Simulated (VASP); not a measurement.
# Sn (P6_3/mmc) in VASP: notebook

The runs below take Sn through single point, with PBE.

Program: VASP 6.6.1. These are calculated values, not measurements. Logs are shortened: lines on timing, memory, paths and dates and some standing lists are left out, and cuts for length are marked.

## 1. The cell of the first run

The structure is hexagonal, space group P6_3/mmc (No. 194). The conventional cell has a = 2.511 Å, b = 2.511 Å, c = 4.062 Å, α = 90.00°, β = 90.00°, γ = 120.00°. Within 3.3 Å of Sn (site symmetry -6m2) lie 12 Sn at 2.50 to 2.51 Å.

## 2. Single point, PBE (volume scaled by 0.4)

The input, INCAR:

```
PREC = Accurate ; ENCUT = 520
EDIFF = 1E-7 ; ISMEAR = -1
SIGMA = 0.05 ; LREAL = F
LASPH = T ; NELM = 60
ALGO = Normal ; ISIF = 2
LWAVE = F ; LCHARG = F
GGA = PE ; NBANDS = 21
```

The input, KPOINTS:

```
Automatic mesh
0
Gamma
  13 13 7
```

The input, POSCAR:

```
Sn
1.0
    2.5111450333      0.0000000000      0.0000000000
   -1.2555725167      2.1747153914      0.0000000000
    0.0000000000      0.0000000000      4.0616126532
Sn
2
Direct
    0.3333333333      0.6666666667      0.2500000000
    0.6666666667      0.3333333333      0.7500000000
```

Potentials or basis: VASP PAW PBE potentials, release 64 (Sn_d).

The run is started by

```console
$ cat potpaw_PBE.64/Sn_d/POTCAR > POTCAR
$ mpirun -np 1 vasp_std > vasp.out
```

OUTCAR:

```text
PREC = Accurate
   ENCUT = 520
   EDIFF = 1E-7
   ISMEAR = -1
   LREAL = F
   LASPH = T
   NELM = 60
   ISIF = 2
   GGA = PE

 ion  position               nearest neighbor table
   1  0.333  0.667  0.250-   2 2.50   2 2.50   2 2.50   2 2.50   2 2.50   2 2.50   2 3.54   2 3.54
                             2 3.54   2 3.54   2 3.54   2 3.54
   2  0.667  0.333  0.750-   1 2.50   1 2.50   1 2.50   1 2.50   1 2.50   1 2.50   1 3.54   1 3.54
                             1 3.54   1 3.54   1 3.54   1 3.54

  LATTYP: Found a hexagonal cell.
 ALAT       =     2.5111450333
 C/A-ratio  =     1.6174345167

  Lattice vectors:

 A1 = (   2.5111450333,   0.0000000000,   0.0000000000)
 A2 = (  -1.2555725167,   2.1747153914,   0.0000000000)
 A3 = (   0.0000000000,   0.0000000000,   4.0616126532)

Analysis of symmetry for initial positions (statically):
=====================================================================
 Subroutine PRICEL returns:
 Original cell was already a primitive cell.

 Routine SETGRP: Setting up the symmetry group for a
 hexagonal supercell.

 Subroutine GETGRP returns: Found 24 space group operations
 (whereof 12 operations were pure point group operations)
 out of a pool of 24 trial point group operations.

The static configuration has the point symmetry D_3d.
 The point group associated with its full space group is D_6h.

Analysis of symmetry for dynamics (positions and initial velocities):
=====================================================================
 Subroutine PRICEL returns:
 Original cell was already a primitive cell.

 Routine SETGRP: Setting up the symmetry group for a
 hexagonal supercell.

 Subroutine GETGRP returns: Found 24 space group operations
 (whereof 12 operations were pure point group operations)
 out of a pool of 24 trial point group operations.

The dynamic configuration has the point symmetry D_3d.
 The point group associated with its full space group is D_6h.

 Subroutine INISYM returns: Found 24 space group operations
 (whereof 12 operations are pure point group operations),
 and found     1 'primitive' translations

----------------------------------------------------------------------------------------

                                     Primitive cell

  volume of cell :      22.1806

  direct lattice vectors                    reciprocal lattice vectors
     2.511145033  0.000000000  0.000000000     0.398224709  0.229915143  0.000000000
    -1.255572517  2.174715391  0.000000000     0.000000000  0.459830286  0.000000000
     0.000000000  0.000000000  4.061612653     0.000000000  0.000000000  0.246207624

  length of vectors
     2.511145033  2.511145033  4.061612653     0.459830286  0.459830286  0.246207624

  position of ions in fractional coordinates (direct lattice)
     0.333333333  0.666666667  0.250000000
     0.666666667  0.333333333  0.750000000

  ion indices of the primitive-cell ions
   primitive index   ion index
                 1           1
                 2           2

----------------------------------------------------------------------------------------

 KPOINTS: Automatic mesh

Automatic generation of k-mesh.
 Grid dimensions read from file:
 generate k-points for:   13   13    7

 Generating k-lattice:

  Cartesian coordinates                     Fractional coordinates (reciprocal lattice)
     0.030632670  0.017685780  0.000000000     0.076923077  0.000000000  0.000000000
     0.000000000  0.035371560  0.000000000     0.000000000  0.076923077  0.000000000
     0.000000000  0.000000000  0.035172518     0.000000000  0.000000000  0.142857143

  Length of vectors
     0.035371560  0.035371560  0.035172518

  Shift w.r.t. Gamma in fractional coordinates (k-lattice)
     0.000000000  0.000000000  0.000000000

 Subroutine IBZKPT returns following result:
 ===========================================

 Found     84 irreducible k-points:

 Following reciprocal coordinates:
            Coordinates               Weight
  0.000000  0.000000  0.000000      1.000000
  0.076923  0.000000  0.000000      6.000000
  0.153846 -0.000000  0.000000      6.000000
  0.230769 -0.000000  0.000000      6.000000
  0.307692 -0.000000  0.000000      6.000000
  0.384615 -0.000000  0.000000      6.000000
[... 16 lines left out ...]
  0.076923  0.000000  0.142857     12.000000
  0.153846 -0.000000  0.142857     12.000000
 [... further k-points ...]
   k-points           NKPTS =     84   k-points in BZ     NKDIM =     84   number of bands    NBANDS=     21
   number of dos      NEDOS =    301   number of ions     NIONS =      2
   total plane-waves  NPLWV =  12000
   dimension x,y,z NGX =    20 NGY =   20 NGZ =   30
   dimension x,y,z NGXF=    40 NGYF=   40 NGZF=   60
   ions per type =               2
   NGX,Y,Z   is equivalent  to a cutoff of  13.24, 13.24, 12.28 a.u.
   NGXF,Y,Z  is equivalent  to a cutoff of  26.48, 26.48, 24.56 a.u.
 SYSTEM =  unknown system
   PREC   = accura    normal or accurate (medium, high low for compatibility)
   ISTART =      0    job   : 0-new  1-cont  2-samecut
   ICHARG =      2    charge: 1-file 2-atom 10-const
   ISPIN  =      1    spin polarized calculation?
   LNONCOLLINEAR =      F non collinear calculations
   LSORBIT =      F    spin-orbit coupling
   LASPH  =      T    aspherical Exc in radial PAW
   ENCUT  =  520.0 eV  38.22 Ry    6.18 a.u.   4.67  4.67  7.55*2*pi/ulx,y,z
   NELM   =     60;   NELMIN=  2; NELMDL= -5     # of ELM steps
   EDIFF  = 0.1E-06   stopping-criterion for ELM
   LREAL  =      F    real-space projection
   EDIFFG = 0.1E-05   stopping-criterion for IOM
   NSW    =      0    number of steps for IOM
   IBRION =     -1    ionic relax: 0-MD 1-quasi-New 2-CG
   NFREE  =      0    steps in history (QN), initial steepest desc. (CG)
   ISIF   =      2    stress and relaxation
   ISYM   =      2    0-nonsym 1-usesym 2-fastsym
   POTIM  = 0.5000    time-step for ionic-motion
   TEBEG  =    0.0;   TEEND  =   0.0 temperature during run
   PSTRESS=    0.0 pullay stress
   NELECT =      28.0000    total number of electrons
   NUPDOWN=      -1.0000    fix difference up-down
   EMIN   =  10.00;   EMAX   =-10.00  energy-range for DOS
   EFERMI =   0.00;   METHOD = LEGACY
   ISMEAR =    -1;   SIGMA  =   0.05  broadening in eV -4-tet -1-fermi 0-gaus
   EFERMI_NEDOS =   21; number of points for ismear=-14 and -15
   IALGO  =     38    algorithm
   IMIX   =      4    mixing-type and parameters
     AMIX     =   0.40;   BMIX     =  1.00
     AMIX_MAG =   1.60;   BMIX_MAG =  1.00
  volume/ion in A,a.u.               =      11.09        74.84
  Fermi-wavevector in a.u.,A,eV,Ry     =   1.769307  3.343506 42.592334  3.130448
  Thomas-Fermi vector in A             =   2.836322
   LORBIT       =      0    0 simple, 1 ext, 2 COOP (PROOUT), +10 PAW based schemes
   GGA     = PE    functional components
   LHFCALC =     F    Hartree Fock is set to
   AEXX    =    0.0000 exact exchange contribution
   IVDW    =     0    specifies the selected vdW correction
   LEPSILON=     F    determine dielectric tensor
   LRPA    =     F    only Hartree local field effects (RPA)
 non-spin polarized calculation
  energy-cutoff  :      520.00
  volume of cell :       22.18
 maximum number of plane-waves:       608
 NGX is ok and might be reduce to    20
   NGX =  9   NGY =  9   NGZ = 15

 number of electron      28.0000009 magnetization

 Free energy of the ion-electron system (eV)
  ---------------------------------------------------
  ext. energy  EPLUGINS =         0.00000000
  ---------------------------------------------------
  free energy    TOTEN  =         9.33915836 eV

  energy without entropy =        9.34213246  energy(sigma->0) =        9.34064541

 E-fermi :  26.1513     XC(G=0): -15.3744

 val. band max:       26.1325623893   @ k =   0.3846   0.1538   0.4286
 cond. band min:      26.1923876553   @ k =   0.4615   0.0769   0.0000
 fundamental gap:      0.0598252660
 Fermi energy:        26.1513264044

 k-point     1 :       0.0000    0.0000    0.0000
  band No.  band energies     occupation
      1       0.2344      2.00000
      2       1.1124      2.00000
      3       1.2076      2.00000
      4       1.2076      2.00000
      5       1.4082      2.00000
      6       1.4082      2.00000
[... 13 lines left out ...]
     20      40.3392      0.00000
     21      42.1633      0.00000

 k-point     2 :       0.0769    0.0000    0.0000
  band No.  band energies     occupation
      1       0.2977      2.00000
      2       1.0293      2.00000
      3       1.2941      2.00000
      4       1.2991      2.00000
      5       1.3956      2.00000
      6       1.4882      2.00000
[... 13 lines left out ...]
     20      41.9733      0.00000
     21      42.1788      0.00000

 k-point     3 :       0.1538   -0.0000    0.0000
  band No.  band energies     occupation
      1       0.3985      2.00000
      2       0.9441      2.00000
      3       1.3108      2.00000
      4       1.4390      2.00000
      5       1.5151      2.00000
      6       1.5342      2.00000
[... 13 lines left out ...]
     20      41.9949      0.00000
     21      42.2938      0.00000

 k-point     4 :       0.2308   -0.0000    0.0000
  band No.  band energies     occupation
      1       0.3187      2.00000
      2       0.9542      2.00000
      3       1.1289      2.00000
      4       1.3047      2.00000
      5       1.3907      2.00000
      6       1.7754      2.00000
[... 13 lines left out ...]
     20      41.4058      0.00000
     21      41.9753      0.00000

 k-point     5 :       0.3077   -0.0000    0.0000
  band No.  band energies     occupation
      1       0.1212      2.00000
      2       0.7755      2.00000
      3       0.8459      2.00000
      4       1.2517      2.00000
      5       1.4908      2.00000
      6       1.8881      2.00000
[... 13 lines left out ...]
     20      39.7054      0.00000
     21      42.6210      0.00000
[... 382 lines left out ...]
     20      44.0705      0.00000
     21      46.7653      0.00000

 k-point    22 :       0.0000    0.0000    0.1429
  band No.  band energies     occupation
      1       0.2849      2.00000
      2       1.0902      2.00000
      3       1.1554      2.00000
      4       1.1554      2.00000
      5       1.3683      2.00000
      6       1.3683      2.00000
[... 13 lines left out ...]
     20      40.1317      0.00000
     21      42.3219      0.00000

 k-point    23 :       0.0769    0.0000    0.1429
  band No.  band energies     occupation
      1       0.3464      2.00000
      2       1.0331      2.00000
      3       1.2000      2.00000
      4       1.2295      2.00000
      5       1.3503      2.00000
      6       1.4473      2.00000
[... 13 lines left out ...]
     20      41.0038      0.00000
     21      42.3394      0.00000

 k-point    24 :       0.1538   -0.0000    0.1429
  band No.  band energies     occupation
      1       0.4369      2.00000
      2       0.9700      2.00000
      3       1.2122      2.00000
      4       1.2830      2.00000
      5       1.3934      2.00000
      6       1.6677      2.00000
[... 13 lines left out ...]
     20      41.0312      0.00000
     21      41.3616      0.00000

 [... further k-points ...]

------------------------ aborting loop because EDIFF is reached ----------------------------------------

  FORCE on cell =-STRESS in cart. coord.  units (eV):
  Direction    XX          YY          ZZ          XY          YZ          ZX
  --------------------------------------------------------------------------------------
  -------------------------------------------------------------------------------------
  Total       54.5548517     54.5548517     54.5539339     -0.0000000      0.0000000      0.0000000
  in kB     3940.6805824   3940.6805823   3940.6142877     -0.0000001      0.0000000      0.0000000
  external PRESSURE =    3940.6584842 kB  Pullay stress =       0.0000000 kB

 VOLUME and BASIS-vectors are now :
 -----------------------------------------------------------------------------
  energy-cutoff  :      520.00
  volume of cell :       22.18
      direct lattice vectors                 reciprocal lattice vectors
     2.511145033  0.000000000  0.000000000     0.398224709  0.229915143  0.000000000
    -1.255572517  2.174715391  0.000000000     0.000000000  0.459830286  0.000000000
     0.000000000  0.000000000  4.061612653     0.000000000  0.000000000  0.246207624

 POSITION                                       TOTAL-FORCE (eV/Angst)
 -----------------------------------------------------------------------------------
     -0.00000      1.44981      1.01540         0.000000      0.000000      0.000000
      1.25557      0.72491      3.04621        -0.000000     -0.000000      0.000000
 -----------------------------------------------------------------------------------
    total drift:                               -0.000000      0.000000      0.000000

  FREE ENERGIE OF THE ION-ELECTRON SYSTEM (eV)
  ---------------------------------------------------
  free  energy   TOTEN  =         9.3391583616 eV

  energy  without entropy=        9.3421324587  energy(sigma->0) =        9.34064541
```

Run time: 85 s. Hardware: 1 thread of AMD EPYC 7R13, shared host; peak memory 0.12 GiB.

What came out:

| Quantity | Value |
| --- | --- |
| Free energy | 9.3392 eV |
| Pressure | 394.1 GPa |
| Band gap on the k mesh | zero (band 14 reaches 34.20 eV, above the bottom of band 15 at 22.01 eV) |

Caveat: spin-orbit coupling is left out, which moves the levels of the heavy elements.

## 3. Single point, PBE (volume scaled by 0.4)

The input, INCAR:

```
SYSTEM = Sn
PREC = Accurate
ENCUT = 520
EDIFF = 1E-6
ISMEAR = -1
SIGMA = 0.05
LREAL = .FALSE.
LASPH = .TRUE.
NELM = 60
ALGO = Normal
ISIF = 2
LWAVE = .FALSE.
LCHARG = .FALSE.
GGA = PE
NBANDS = 21
```

The input, KPOINTS:

```
regular mesh
0
G
  13 13 7
  0 0 0
```

POSCAR is that of step 2.

Potentials or basis: VASP PAW PBE potentials, release 64 (Sn_d).

The run is started by

```console
$ cat potpaw_PBE.64/Sn_d/POTCAR > POTCAR
$ mpirun -np 1 vasp_std > vasp.out
```

OUTCAR:

```text
SYSTEM = Sn
   PREC = Accurate
   ENCUT = 520
   EDIFF = 1E-6
   ISMEAR = -1
   LREAL = .FALSE.
   LASPH = .TRUE.
   NELM = 60
   ISIF = 2
   GGA = PE

 ion  position               nearest neighbor table
   1  0.333  0.667  0.250-   2 2.50   2 2.50   2 2.50   2 2.50   2 2.50   2 2.50   2 3.54   2 3.54
                             2 3.54   2 3.54   2 3.54   2 3.54
   2  0.667  0.333  0.750-   1 2.50   1 2.50   1 2.50   1 2.50   1 2.50   1 2.50   1 3.54   1 3.54
                             1 3.54   1 3.54   1 3.54   1 3.54

  LATTYP: Found a hexagonal cell.
 ALAT       =     2.5111450333
 C/A-ratio  =     1.6174345167

[... 196 lines left out ...]
      6       1.4083      2.00000
[... 565 lines left out ...]
     20      41.0312      0.00000
     21      41.3617      0.00000

 [... further k-points ...]
[... 5 lines left out ...]
  --------------------------------------------------------------------------------------
  -------------------------------------------------------------------------------------
  Total       54.5441460     54.5441460     54.5431702     -0.0000000      0.0000000      0.0000000
  in kB     3939.9072772   3939.9072771   3939.8367886     -0.0000001      0.0000000      0.0000000
  external PRESSURE =    3939.8837810 kB  Pullay stress =       0.0000000 kB

 VOLUME and BASIS-vectors are now :
 -----------------------------------------------------------------------------
  energy-cutoff  :      520.00
  volume of cell :       22.18
      direct lattice vectors                 reciprocal lattice vectors
     2.511145033  0.000000000  0.000000000     0.398224709  0.229915143  0.000000000
    -1.255572517  2.174715391  0.000000000     0.000000000  0.459830286  0.000000000
     0.000000000  0.000000000  4.061612653     0.000000000  0.000000000  0.246207624

 POSITION                                       TOTAL-FORCE (eV/Angst)
 -----------------------------------------------------------------------------------
     -0.00000      1.44981      1.01540        -0.000000     -0.000000     -0.000000
      1.25557      0.72491      3.04621         0.000000      0.000000      0.000000
 -----------------------------------------------------------------------------------
    total drift:                               -0.000000      0.000000      0.000000

  FREE ENERGIE OF THE ION-ELECTRON SYSTEM (eV)
  ---------------------------------------------------
  free  energy   TOTEN  =         9.3391578203 eV

  energy  without entropy=        9.3421318999  energy(sigma->0) =        9.34064486
```

It took 73 s on 1 thread of AMD EPYC 7R13, shared host; peak memory 0.12 GiB.

Results:

| Property | Result |
| --- | --- |
| Free energy | 9.3392 eV |
| Pressure | 394.0 GPa |
| Band gap on the k mesh | zero (band 14 reaches 34.20 eV, above the bottom of band 15 at 22.01 eV) |

Levels at points of the mesh, in eV from the Fermi level:
```
           k point  band 11  band 12  band 13  band 14  band 15  band 16  band 17  band 18
(0.00, 0.00, 0.00)   -22.20   -12.32    -8.75     8.05    10.46    10.52    11.24    11.24
```

Caveat: spin-orbit coupling is left out, which moves the levels of the heavy elements.

## 4. Single point, PBE (volume scaled by 0.5)

The input, INCAR:

```
PREC = Accurate ; ENCUT = 520
EDIFF = 1E-7 ; ISMEAR = -1
SIGMA = 0.05 ; LREAL = F
LASPH = T ; NELM = 60
ALGO = Normal ; ISIF = 2
LWAVE = F ; LCHARG = F
GGA = PE ; NBANDS = 21
```

The input, KPOINTS:

```
Automatic mesh
0
Gamma
  13 13 7
```

The input, POSCAR:

```
Sn
1.0
    2.7069177055      0.0000000000      0.0000000000
   -1.3534588528      2.3442594989      0.0000000000
    0.0000000000      0.0000000000      4.3692007932
Sn
2
Direct
    0.3333333333      0.6666666667      0.2500000000
    0.6666666667      0.3333333333      0.7500000000
```

The run is started by

```console
$ cat potpaw_PBE.64/Sn_d/POTCAR > POTCAR
$ mpirun -np 1 vasp_std > vasp.out
```

It took 73 s on 1 thread of AMD EPYC 7R13, shared host; peak memory 0.13 GiB.

It converged, with:

| Property | Result |
| --- | --- |
| Free energy | 0.1105 eV |
| Pressure | 173.3 GPa |
| Band gap on the k mesh | zero (band 14 reaches 29.35 eV, above the bottom of band 15 at 15.99 eV) |

Stress tensor (GPa, compression positive):
```
173.07   0.00   0.00
  0.00 173.07   0.00
  0.00   0.00 173.77
```

Levels at points of the mesh, in eV from the Fermi level:
| k point | band 11 | band 12 | band 13 | band 14 | band 15 | band 16 | band 17 | band 18 |
| --- | --- | --- | --- | --- | --- | --- | --- | --- |
| (0.00, 0.00, 0.00) | -18.52 | -9.80 | -8.27 | 9.30 | 9.73 | 9.73 | 11.18 | 11.48 |

Caveat: spin-orbit coupling is left out, which moves the levels of the heavy elements.

## 5. Single point, PBE (volume scaled by 0.6)

The input, INCAR:

```
PREC = Accurate ; ENCUT = 520
EDIFF = 1E-7 ; ISMEAR = -1
SIGMA = 0.05 ; LREAL = False
LASPH = True ; NELM = 100
ALGO = Normal ; ISIF = 2
LWAVE = False ; LCHARG = True
GGA = PE ; LELF = True
LVHAR = True ; NBANDS = 21
```

KPOINTS is that of step 4.

The input, POSCAR:

```
Sn
1.0
    2.8729128608      0.0000000000      0.0000000000
   -1.4364564304      2.4880155203      0.0000000000
    0.0000000000      0.0000000000      4.6546651984
Sn
2
Direct
    0.3333333333      0.6666666667      0.2500000000
    0.6666666667      0.3333333333      0.7500000000
```

The run is started by

```console
$ cat potpaw_PBE.64/Sn_d/POTCAR > POTCAR
$ mpirun -np 1 vasp_std > vasp.out
```

It took 2.1 min on 1 thread of AMD EPYC 7R13, shared host; peak memory 0.15 GiB.

Results (log left out):

| Property | Result |
| --- | --- |
| Free energy | -4.0964 eV |
| Pressure | 81.9 GPa |
| Band gap on the k mesh | zero (band 14 reaches 24.73 eV, above the bottom of band 15 at 12.19 eV) |

Levels at points of the mesh, in eV from the Fermi level:
```csv
k point,band 12,band 13,band 14,band 15,band 16,band 17
"(0.00, 0.00, 0.00)",-8.01,-7.78,8.67,8.67,9.91,11.17
```

Caveat: spin-orbit coupling is left out, which moves the levels of the heavy elements.

## 6. The runs side by side

```csv
cell,gap on the mesh (eV),pressure (GPa)
"a = 2.511, b = 2.511, c = 4.062 Å, angles 90.0, 90.0, 120.0°, 2 atoms",none,394.0
"a = 2.707, b = 2.707, c = 4.369 Å, angles 90.0, 90.0, 120.0°, 2 atoms",none,173.3
"a = 2.873, b = 2.873, c = 4.655 Å, angles 90.0, 90.0, 120.0°, 2 atoms",none,81.9
```

Alike in all rows: task single point; level PBE; potentials or basis VASP PAW PBE potentials, release 64 (Sn_d); no spin polarisation; k mesh 13 × 13 × 7; cutoff (eV) 520; smearing fermi-dirac 0.05 eV.

Caveats: spin-orbit coupling is left out, which moves the levels of the heavy elements.

Absolute energies hang on the potentials; compare differences alone.
